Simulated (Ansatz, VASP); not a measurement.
# One calculation of Cr, two programs

```
Cr
1.0
     0.00000    1.82521    1.82521
     1.82521    0.00000    1.82521
     1.82521    1.82521    0.00000
Cr
1
Cartesian
  0.0000 0.0000 0.0000
```

Alike in both runs: functional RPBE; k mesh 15 × 15 × 15; occupations fermi-dirac, width 0.1 eV; no spin polarisation.

Ansatz relaxed the structure, and its values are those at the end. VASP's run is a single point on that final structure, the one shown.

|  | VASP | Ansatz |
| --- | --- | --- |
| version | VASP 6.6.1 | Ansatz 0.2.0 |
| potentials or method | VASP PAW PBE potentials, release 64 (Cr_pv), cutoff 520 eV | plane waves (420 eV) with PAW, scalar-relativistic |
| valence electrons in the cell | 12 | 14 |

```tsv
	VASP	Ansatz	Ansatz less VASP
pressure (GPa)	-0.4	0.0	+0.38
```

VASP's potentials were made for PBE, not for RPBE. VASP's potentials hold 12 valence electrons a cell and Ansatz's 14, so a difference there can come from the potentials and not from the codes.
